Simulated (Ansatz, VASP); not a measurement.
## MoS2 in VASP and in Ansatz

INCAR

```
ALGO     = Normal         # electronic algorithm
EDIFF    = 1E-6           # SCF threshold, eV
ENCUT    = 520            # plane-wave cutoff, eV
GGA      = PE             # functional
ISIF     = 2              # what is computed and relaxed
ISMEAR   = 0              # smearing method
IVDW     = 12             # dispersion correction
LASPH    = True           # aspherical terms in the spheres
LCHARG   = True           # write CHGCAR
LELF     = True           # ELF
LREAL    = False          # projectors in reciprocal space
LVHAR    = True         
LWAVE    = False          # write WAVECAR
NBANDS   = 64             # bands
NELM     = 60             # most SCF steps
PREC     = Accurate       # precision mode
SIGMA    = 0.05           # smearing width, eV
```

File KPOINTS:

```
k-points
0
Gamma
  6 6 4
```

Contents of POSCAR:

```
MoS2
1.0
    6.2994479940      0.0000000001      0.0000000000
   -3.1497239971      5.4554819926      0.0000000000
    0.0000000000      0.0000000000      6.6475426602
Mo S
4 8
Direct
    0.4791688776      0.4895844388      0.0147277642
    0.5000000000      0.0000000000      0.0000000000
    0.0000000000      0.5000000000      0.0000000000
    0.0000000000      0.0000000000      0.0000000000
    0.1666666667      0.3333333333      0.2356692374
    0.1666666667      0.8333333333      0.2356692374
    0.6666666667      0.3333333333      0.2356692374
    0.6666666667      0.8333333333      0.2356692374
    0.1666666667      0.3333333333      0.7643307626
    0.1666666667      0.8333333333      0.7643307626
    0.6666666667      0.3333333333      0.7643307626
    0.6666666667      0.8333333333      0.7643307626
```

Input for Ansatz:

```yaml
crystal:
  lattice:
    - [6.299447994, 1.0e-10, 0.0]
    - [-3.1497239971, 5.4554819926, 0.0]
    - [0.0, 0.0, 6.6475426602]
  atoms:
    - { symbol: Mo, position: [0.4791688776, 0.4895844388, 0.0147277642] }
    - { symbol: Mo, position: [0.5, 0.0, 0.0] }
    - { symbol: Mo, position: [0.0, 0.5, 0.0] }
    - { symbol: Mo, position: [0.0, 0.0, 0.0] }
    - { symbol: S, position: [0.1666666667, 0.3333333333, 0.2356692374] }
    - { symbol: S, position: [0.1666666667, 0.8333333333, 0.2356692374] }
    - { symbol: S, position: [0.6666666667, 0.3333333333, 0.2356692374] }
    - { symbol: S, position: [0.6666666667, 0.8333333333, 0.2356692374] }
    - { symbol: S, position: [0.1666666667, 0.3333333333, 0.7643307626] }
    - { symbol: S, position: [0.1666666667, 0.8333333333, 0.7643307626] }
    - { symbol: S, position: [0.6666666667, 0.3333333333, 0.7643307626] }
    - { symbol: S, position: [0.6666666667, 0.8333333333, 0.7643307626] }
basis:
  ecutwfc: 420
kpoints:
  mp_grid: { grid: [6, 6, 4] }
hamiltonian:
  xc: pbe
  dispersion: d3bj
scf:
  occupations: { method: gaussian, width: 0.05 }
output:
  forces: true
  stress: true
  eigenvalues: true
```

Alike in both runs: task single point; functional PBE; dispersion D3(BJ); k mesh 6 × 6 × 4; occupations gaussian, width 0.05 eV; no spin polarisation.

|  | VASP | Ansatz |
| --- | --- | --- |
| version | VASP 6.6.1 | Ansatz 0.2.0 |
| potentials or method | VASP PAW PBE potentials, release 64 (Mo_sv, S), cutoff 520 eV | scalar-relativistic, plane waves, PAW |
| valence electrons in the cell | 104 | 104 |

VASP gave:

* gap on the k mesh at the Fermi level (eV): 1.01
* least direct gap on the mesh (eV): 1.44
* pressure (GPa): 0.4
* traceless stress, the component that is largest in VASP (GPa): 0.55
* rms of the force components (eV/Å): 0.770

Problem. Which values does Ansatz return?

Solution. gap on the k mesh at the Fermi level (eV): 0.99; least direct gap on the mesh (eV): 1.44; pressure (GPa): 0.5; traceless stress, the component that is largest in VASP (GPa): 0.55; rms of the force components (eV/Å): 0.772.

Atom by atom the forces differ by 0.007 eV/Å (rms over components).
